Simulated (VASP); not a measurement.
# Mg3SiO (Pm-3m) in VASP: a series of runs, part 2 of 2

VASP 6.6.1. Earlier steps stand in the parts before.

## 4. Single point, PBE (15.49 Å³/atom)

This run uses another cell than the first one, of 15.49 Å³/atom.

INCAR reads:

```
SYSTEM = Mg3SiO
PREC = Accurate
ENCUT = 520
EDIFF = 1E-7
ISMEAR = -1
SIGMA = 0.02
LREAL = .False.
LASPH = .True.
NELM = 60
ALGO = Normal
ISIF = 2
LWAVE = .False.
LCHARG = .False.
GGA = PE
NBANDS = 16
```

KPOINTS reads:

```
Automatic mesh
0
Gamma
  6 6 6
  0 0 0
```

POSCAR reads:

```
Mg3SiO
1.0
    4.2624255679      0.0000000000      0.0000000000
    0.0000000000      4.2624255679      0.0000000000
    0.0000000000      0.0000000000      4.2624255679
Si O Mg
1 1 3
Direct
    0.0000000000      0.0000000000      0.0000000000
    0.5000000000      0.5000000000      0.5000000000
    0.5000000000      0.5000000000      0.0000000000
    0.5000000000      0.0000000000      0.5000000000
    0.0000000000      0.5000000000      0.5000000000
```

Potentials or basis: VASP PAW PBE potentials, release 64 (Si, O, Mg).

Started as:

```console
$ cat potpaw_PBE.64/Si/POTCAR potpaw_PBE.64/O/POTCAR potpaw_PBE.64/Mg/POTCAR > POTCAR
$ mpirun -np 1 vasp_std > vasp.out
```

OUTCAR:

```text
SYSTEM = Mg3SiO
   PREC = Accurate
   ENCUT = 520
   EDIFF = 1E-7
   ISMEAR = -1
   LREAL = .False.
   LASPH = .True.
   NELM = 60
   ISIF = 2
   GGA = PE

 ion  position               nearest neighbor table
   1  0.000  0.000  0.000-   3 3.01   4 3.01   5 3.01   4 3.01   5 3.01   3 3.01   5 3.01   5 3.01
                             3 3.01   4 3.01   4 3.01   3 3.01
   2  0.500  0.500  0.500-   3 2.13   4 2.13   5 2.13   3 2.13   4 2.13   5 2.13
   3  0.500  0.500  0.000-   2 2.13   2 2.13   4 3.01   5 3.01   1 3.01   4 3.01   5 3.01   1 3.01
                             4 3.01   4 3.01   1 3.01   5 3.01   5 3.01   1 3.01
   4  0.500  0.000  0.500-   2 2.13   2 2.13   3 3.01   5 3.01   1 3.01   3 3.01   1 3.01   3 3.01
                             5 3.01   3 3.01   1 3.01   5 3.01   1 3.01   5 3.01
   5  0.000  0.500  0.500-   2 2.13   2 2.13   3 3.01   4 3.01   1 3.01   3 3.01   1 3.01   4 3.01
                             1 3.01   1 3.01   3 3.01   4 3.01   3 3.01   4 3.01

  LATTYP: Found a simple cubic cell.
 ALAT       =     4.2624255679

  Lattice vectors:

 A1 = (   4.2624255679,   0.0000000000,   0.0000000000)
 A2 = (   0.0000000000,   4.2624255679,   0.0000000000)
 A3 = (   0.0000000000,   0.0000000000,   4.2624255679)

Analysis of symmetry for initial positions (statically):
=====================================================================
 Subroutine PRICEL returns:
 Original cell was already a primitive cell.

 Routine SETGRP: Setting up the symmetry group for a
 simple cubic supercell.

 Subroutine GETGRP returns: Found 48 space group operations
 (whereof 48 operations were pure point group operations)
 out of a pool of 48 trial point group operations.

The static configuration has the point symmetry O_h .

Analysis of symmetry for dynamics (positions and initial velocities):
=====================================================================
 Subroutine PRICEL returns:
 Original cell was already a primitive cell.

 Routine SETGRP: Setting up the symmetry group for a
 simple cubic supercell.

 Subroutine GETGRP returns: Found 48 space group operations
 (whereof 48 operations were pure point group operations)
 out of a pool of 48 trial point group operations.

The dynamic configuration has the point symmetry O_h .

 Subroutine INISYM returns: Found 48 space group operations
 (whereof 48 operations are pure point group operations),
 and found     1 'primitive' translations

----------------------------------------------------------------------------------------

                                     Primitive cell

  volume of cell :      77.4409

  direct lattice vectors                    reciprocal lattice vectors
     4.262425568  0.000000000  0.000000000     0.234608202  0.000000000  0.000000000
     0.000000000  4.262425568  0.000000000     0.000000000  0.234608202  0.000000000
     0.000000000  0.000000000  4.262425568     0.000000000  0.000000000  0.234608202

  length of vectors
     4.262425568  4.262425568  4.262425568     0.234608202  0.234608202  0.234608202

  position of ions in fractional coordinates (direct lattice)
     0.000000000  0.000000000  0.000000000
     0.500000000  0.500000000  0.500000000
     0.500000000  0.500000000  0.000000000
[... 38 lines left out ...]
            Coordinates               Weight
  0.000000  0.000000  0.000000      1.000000
  0.166667  0.000000  0.000000      6.000000
  0.333333  0.000000  0.000000      6.000000
  0.500000  0.000000  0.000000      3.000000
  0.166667  0.166667  0.000000     12.000000
  0.333333  0.166667  0.000000     24.000000
[... 12 lines left out ...]
  0.500000  0.500000  0.333333      6.000000
  0.500000  0.500000  0.500000      1.000000
   k-points           NKPTS =     20   k-points in BZ     NKDIM =     20   number of bands    NBANDS=     16
   number of dos      NEDOS =    301   number of ions     NIONS =      5
   total plane-waves  NPLWV =  32768
   dimension x,y,z NGX =    32 NGY =   32 NGZ =   32
   dimension x,y,z NGXF=    64 NGYF=   64 NGZF=   64
   ions per type =               1   1   3
   NGX,Y,Z   is equivalent  to a cutoff of  12.48, 12.48, 12.48 a.u.
   NGXF,Y,Z  is equivalent  to a cutoff of  24.96, 24.96, 24.96 a.u.
 SYSTEM =  Mg3SiO
   PREC   = accura    normal or accurate (medium, high low for compatibility)
   ISTART =      0    job   : 0-new  1-cont  2-samecut
   ICHARG =      2    charge: 1-file 2-atom 10-const
   ISPIN  =      1    spin polarized calculation?
   LNONCOLLINEAR =      F non collinear calculations
   LSORBIT =      F    spin-orbit coupling
   LASPH  =      T    aspherical Exc in radial PAW
   ENCUT  =  520.0 eV  38.22 Ry    6.18 a.u.   7.93  7.93  7.93*2*pi/ulx,y,z
   NELM   =     60;   NELMIN=  2; NELMDL= -5     # of ELM steps
   EDIFF  = 0.1E-06   stopping-criterion for ELM
   LREAL  =      F    real-space projection
   EDIFFG = 0.1E-05   stopping-criterion for IOM
   NSW    =      0    number of steps for IOM
   IBRION =     -1    ionic relax: 0-MD 1-quasi-New 2-CG
   NFREE  =      0    steps in history (QN), initial steepest desc. (CG)
   ISIF   =      2    stress and relaxation
   ISYM   =      2    0-nonsym 1-usesym 2-fastsym
   POTIM  = 0.5000    time-step for ionic-motion
   TEBEG  =    0.0;   TEEND  =   0.0 temperature during run
   PSTRESS=    0.0 pullay stress
   NELECT =      16.0000    total number of electrons
   NUPDOWN=      -1.0000    fix difference up-down
   EMIN   =  10.00;   EMAX   =-10.00  energy-range for DOS
   EFERMI =   0.00;   METHOD = LEGACY
   ISMEAR =    -1;   SIGMA  =   0.02  broadening in eV -4-tet -1-fermi 0-gaus
   EFERMI_NEDOS =   21; number of points for ismear=-14 and -15
   IALGO  =     38    algorithm
   IMIX   =      4    mixing-type and parameters
     AMIX     =   0.40;   BMIX     =  1.00
     AMIX_MAG =   1.60;   BMIX_MAG =  1.00
  volume/ion in A,a.u.               =      15.49       104.52
  Fermi-wavevector in a.u.,A,eV,Ry     =   0.967813  1.828901 12.744054  0.936662
  Thomas-Fermi vector in A             =   2.097730
   LORBIT       =      0    0 simple, 1 ext, 2 COOP (PROOUT), +10 PAW based schemes
   GGA     = PE    functional components
   LHFCALC =     F    Hartree Fock is set to
   AEXX    =    0.0000 exact exchange contribution
   IVDW    =     0    specifies the selected vdW correction
   LEPSILON=     F    determine dielectric tensor
   LRPA    =     F    only Hartree local field effects (RPA)
 non-spin polarized calculation
  energy-cutoff  :      520.00
  volume of cell :       77.44
 maximum number of plane-waves:      2176
 NGX is ok and might be reduce to    32
   NGX = 15   NGY = 15   NGZ = 15

 number of electron      15.9999995 magnetization

 Free energy of the ion-electron system (eV)
  ---------------------------------------------------
  ext. energy  EPLUGINS =         0.00000000
  ---------------------------------------------------
  free energy    TOTEN  =       -19.91470013 eV

  energy without entropy =      -19.91276198  energy(sigma->0) =      -19.91373106

 E-fermi :   5.1269     XC(G=0):  -9.7250

 val. band max:        5.1016971758   @ k =   0.5000   0.3333   0.0000
 cond. band min:       5.1316355755   @ k =   0.5000   0.5000   0.1667
 fundamental gap:      0.0299383997
 Fermi energy:         5.1269366122

 k-point     1 :       0.0000    0.0000    0.0000
  band No.  band energies     occupation
      1     -14.8458      2.00000
      2      -3.5412      2.00000
      3      -0.8558      2.00000
      4      -0.8558      2.00000
      5      -0.8558      2.00000
      6       4.7174      2.00000
[... 357 lines left out ...]
      3      -1.3453      2.00000
      4      -1.3453      2.00000
      5      -1.2282      2.00000
      6       1.8493      2.00000
[... 8 lines left out ...]
     15      14.1052      0.00000
     16      16.0010      0.00000

------------------------ aborting loop because EDIFF is reached ----------------------------------------

  FORCE on cell =-STRESS in cart. coord.  units (eV):
  Direction    XX          YY          ZZ          XY          YZ          ZX
  --------------------------------------------------------------------------------------
  -------------------------------------------------------------------------------------
  Total       -1.2155732     -1.2155732     -1.2155732     -0.0000000      0.0000000      0.0000000
  in kB      -25.1490323    -25.1490323    -25.1490323     -0.0000000      0.0000000      0.0000000
  external PRESSURE =     -25.1490323 kB  Pullay stress =       0.0000000 kB

 VOLUME and BASIS-vectors are now :
 -----------------------------------------------------------------------------
  energy-cutoff  :      520.00
  volume of cell :       77.44
      direct lattice vectors                 reciprocal lattice vectors
     4.262425568  0.000000000  0.000000000     0.234608202  0.000000000  0.000000000
     0.000000000  4.262425568  0.000000000     0.000000000  0.234608202  0.000000000
     0.000000000  0.000000000  4.262425568     0.000000000  0.000000000  0.234608202

 POSITION                                       TOTAL-FORCE (eV/Angst)
 -----------------------------------------------------------------------------------
      0.00000      0.00000      0.00000         0.000000      0.000000      0.000000
      2.13121      2.13121      2.13121         0.000000      0.000000      0.000000
      2.13121      2.13121      0.00000         0.000000      0.000000      0.000000
      2.13121      0.00000      2.13121         0.000000      0.000000      0.000000
      0.00000      2.13121      2.13121         0.000000      0.000000      0.000000
 -----------------------------------------------------------------------------------
    total drift:                                0.000000      0.000000     -0.000000

  FREE ENERGIE OF THE ION-ELECTRON SYSTEM (eV)
  ---------------------------------------------------
  free  energy   TOTEN  =       -19.9147001344 eV

  energy  without entropy=      -19.9127619809  energy(sigma->0) =      -19.91373106
```

OSZICAR:

```text
N       E                     dE             d eps       ncg     rms          rms(c)
DAV:   1     0.429514153850E+02    0.42951E+02   -0.59687E+03   640   0.792E+02
DAV:   2    -0.177052244710E+02   -0.60657E+02   -0.55031E+02   880   0.144E+02
DAV:   3    -0.222077726006E+02   -0.45025E+01   -0.44830E+01   848   0.407E+01
DAV:   4    -0.222350096710E+02   -0.27237E-01   -0.27234E-01   784   0.375E+00
DAV:   5    -0.222352168306E+02   -0.20716E-03   -0.20715E-03   880   0.328E-01    0.844E+00
DAV:   6    -0.200930749997E+02    0.21421E+01   -0.79307E+00   752   0.207E+01    0.362E+00
DAV:   7    -0.199587839792E+02    0.13429E+00   -0.39003E-01   752   0.513E+00    0.185E+00
DAV:   8    -0.199212238305E+02    0.37560E-01   -0.14968E-01   808   0.260E+00    0.485E-01
DAV:   9    -0.199192338792E+02    0.19900E-02   -0.39442E-02   784   0.163E+00    0.486E-01
DAV:  10    -0.199153098968E+02    0.39240E-02   -0.23196E-02   848   0.127E+00    0.204E-01
DAV:  11    -0.199148168821E+02    0.49301E-03   -0.42147E-03   816   0.561E-01    0.838E-02
DAV:  12    -0.199149435478E+02   -0.12667E-03   -0.58275E-04   704   0.161E-01    0.113E-01
DAV:  13    -0.199147044939E+02    0.23905E-03   -0.45218E-04   792   0.175E-01    0.206E-02
DAV:  14    -0.199147034237E+02    0.10702E-05   -0.10229E-04   776   0.691E-02    0.133E-02
DAV:  15    -0.199147021984E+02    0.12253E-05   -0.38761E-06   784   0.129E-02    0.109E-02
DAV:  16    -0.199147009141E+02    0.12844E-05   -0.13097E-06   760   0.816E-03    0.660E-03
DAV:  17    -0.199147001053E+02    0.80871E-06   -0.17442E-06   792   0.936E-03    0.339E-03
DAV:  18    -0.199147001344E+02   -0.29009E-07   -0.58688E-08   424   0.178E-03
   1 F= -.19914700E+02 E0= -.19913731E+02  d E =-.193815E-02
```

It took 18 s on 1 thread of Intel Xeon Platinum 8488C (Sapphire Rapids), shared host; peak memory 0.18 GiB.

What came out:

```
Free energy            : -19.9147 eV
Pressure               : -2.5 GPa
Band gap on the k mesh : 0.03 eV (least direct gap 0.51 eV)
```

## 5. Single point, PBE (15.94 Å³/atom)

This run uses another cell than the first one, of 15.94 Å³/atom.

INCAR reads:

```
SYSTEM = Mg3SiO
  PREC = Accurate
  ENCUT = 520
  EDIFF = 1E-6
  ISMEAR = -1
  SIGMA = 0.02
  LREAL = .FALSE.
  LASPH = .TRUE.
  NELM = 60
  ALGO = Normal
  ISIF = 2
  LWAVE = .FALSE.
  LCHARG = .TRUE.
  GGA = PE
  LELF = .TRUE.
  LVHAR = .TRUE.
  NBANDS = 16
```

KPOINTS reads:

```
regular mesh
0
G
  6 6 6
  0 0 0
```

Edit POSCAR of step 4 so:

```diff
@@ -2,5 +2,5 @@
 1.0
-    4.2624255679      0.0000000000      0.0000000000
-    0.0000000000      4.2624255679      0.0000000000
-    0.0000000000      0.0000000000      4.2624255679
+    4.3034129436      0.0000000000      0.0000000000
+    0.0000000000      4.3034129436      0.0000000000
+    0.0000000000      0.0000000000      4.3034129436
 Si O Mg
```

Started as:

```console
$ cat potpaw_PBE.64/Si/POTCAR potpaw_PBE.64/O/POTCAR potpaw_PBE.64/Mg/POTCAR > POTCAR
$ mpirun -np 1 vasp_std > vasp.out
```

Run time: 16 s. Hardware: 1 thread of Intel Xeon Platinum 8488C (Sapphire Rapids), shared host; peak memory 0.18 GiB.

Results (log left out):

```yaml
Free_energy: -19.8666 eV
Pressure: -4.4 GPa
Band_gap_on_the_k_mesh: zero (bands 8 and 9 overlap by 0.02 eV)
```

Levels at points of the mesh, in eV from the Fermi level:
```
           k point  band 5  band 6  band 7  band 8  band 9  band 10  band 11  band 12
(0.00, 0.00, 0.00)   -5.83   -0.40   -0.40   -0.40    0.68     0.68     1.27     5.75
(0.50, 0.00, 0.00)   -5.13   -4.54   -0.56   -0.56    1.82     2.72     3.86     3.86
(0.50, 0.50, 0.00)   -5.61   -2.42   -2.42   -0.46    0.28     2.30     2.97     2.97
(0.50, 0.50, 0.50)   -6.31   -3.18   -3.18   -3.18    1.64     1.64     1.64     4.23
```

Caveat: the cell stands under tension.

## 6. Overview

| cell | gap on the mesh (eV) | pressure (GPa) |
| --- | --- | --- |
| a = 4.178 Å, 5 atoms | 0.16 | 2.3 |
| a = 4.221 Å, 5 atoms | 0.09 | -0.3 |
| a = 4.262 Å, 5 atoms | 0.03 | -2.5 |
| a = 4.303 Å, 5 atoms | none | -4.4 |

Alike in all rows: task single point; level PBE; potentials or basis VASP PAW PBE potentials, release 64 (Si, O, Mg); no spin polarisation; k mesh 6 × 6 × 6; cutoff (eV) 520; smearing fermi-dirac 0.02 eV.

Caveats: the cell stands under tension (at least some runs).

Absolute energies hang on the potentials; compare differences alone.
